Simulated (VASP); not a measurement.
A run of VASP 6.6.1:

Contents of POSCAR:

```
ZrO2
1.0
    0.0000000000      2.5190076529      2.5190076529
    2.5190076529      0.0000000000      2.5190076529
    2.5190076529      2.5190076529      0.0000000000
Zr O
1 2
Direct
    0.0000000000      0.0000000000      0.0000000000
    0.2500000000      0.2500000000      0.2500000000
    0.7500000000      0.7500000000      0.7500000000
```

File INCAR.step1:

```
SYSTEM = ZrO2
PREC = Accurate
ENCUT = 660
ISMEAR = 0
SIGMA = 0.01
LREAL = .False.
LASPH = .True.
NELM = 120
NBANDS = 19
GGA = PE
ALGO = Normal
EDIFF = 1E-5
LWAVE = .True.
LCHARG = .False.
GGA_COMPAT = .False.
```

File INCAR.step2:

```
SYSTEM = ZrO2
PREC = Accurate
ENCUT = 660
EDIFF = 1E-6
ISMEAR = 0
SIGMA = 0.01
LREAL = .False.
LASPH = .True.
NELM = 120
ALGO = Normal
ISIF = 2
LWAVE = .False.
LCHARG = .False.
METAGGA = R2SCAN
LMIXTAU = .True.
NBANDS = 19
ISTART = 1
GGA_COMPAT = .False.
```

The input KPOINTS:

```
Automatic mesh
0
Gamma
  8 8 8
  0 0 0
```

Potentials or basis: VASP PAW PBE potentials, release 64 (Zr_sv, O).

Command:

```console
$ cat potpaw_PBE.64/Zr_sv/POTCAR potpaw_PBE.64/O/POTCAR > POTCAR
$ cp INCAR.step1 INCAR
$ mpirun -np 1 vasp_std > vasp.out
$ cp INCAR.step2 INCAR
$ mpirun -np 1 vasp_std > vasp.out
```

Hardware: 1 thread of Intel Xeon 8259CL (shared host).

How long does it take, and how much memory?

Run time: 110 s on 1 thread of Intel Xeon 8259CL, on a shared host, peak memory 0.18 GiB. Counts: k points 29.
